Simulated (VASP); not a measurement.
Sr, 2 atoms in the cell. Symmetry: P6_3/mmc, No. 194, hexagonal system. The conventional cell has a = 4.310 Å, b = 4.310 Å, c = 6.874 Å, α = 90.00°, β = 90.00°, γ = 120.00°. Within 5.6 Å of Sr (site symmetry -6m2) lie 12 Sr at 4.24 to 4.31 Å. This isn't the form of Sr at room conditions, which is fcc. This cell differs from its parent crystal: strain +0.000 along x and y, -0.025 along z.

* Program: VASP 6.6.1
* Task: single point
* Functional: r2SCAN
* Potentials or basis: VASP PAW PBE potentials, release 64 (Sr_sv)
* Cutoff: 520 eV
* k mesh: 12 × 12 × 8
* Occupations: gaussian, width 0.15 eV
* Spin: no spin polarisation
* Dipole correction: no
* Further INCAR settings: ALGO = Normal; EDIFF = 1e-06; NBANDS = 17

Potentials or basis: VASP PAW PBE potentials, release 64 (Sr_sv).

Run with:

```console
$ cat potpaw_PBE.64/Sr_sv/POTCAR > POTCAR
$ cp INCAR.step1 INCAR
$ mpirun -np 1 vasp_std > vasp.out
$ cp INCAR.step2 INCAR
$ mpirun -np 1 vasp_std > vasp.out
```

Hardware: 1 thread of Intel(R) Xeon(R) 6975P-C (Granite Rapids) (shared host).

Q: Estimate the wall time of this run.

A: Wall time 3.5 min on 1 thread of Intel(R) Xeon(R) 6975P-C (Granite Rapids) (shared host), peak memory 0.34 GiB. Counts: k points 95.
